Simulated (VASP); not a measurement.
The system is GaGe3.

```xyz
4
Lattice="4.3348 0.0000 0.0000 0.0000 4.3348 0.0000 0.0000 0.0000 4.3348" Properties=species:S:1:pos:R:3 pbc="T T T"
Ge    2.1674    2.1674    0.0000
Ge    2.1674    0.0000    2.1674
Ge    0.0000    2.1674    2.1674
Ga    0.0000    0.0000    0.0000
```

Base run:

* Program: VASP 6.6.1
* Functional: PBE
* Potentials or basis: VASP PAW PBE potentials, release 64 (Ge_d, Ga_d)
* Cutoff: 520 eV
* k mesh: 6 × 6 × 6
* Occupations: fermi-dirac, width 0.05 eV
* Spin: no spin polarisation

Its results: pressure -2.0 GPa.

The run is repeated on the same cell with these changes: functional from PBE to PBEsol; further incar settings from ALGO = Normal; EDIFF = 1e-07; NBANDS = 36 to ALGO = Normal; EDIFF = 1e-06; NBANDS = 36. What comes out?

Pressure -5.2 GPa.

Caveats: the PAW data sets were made with another functional, which shifts forces and pressure a little (some runs).
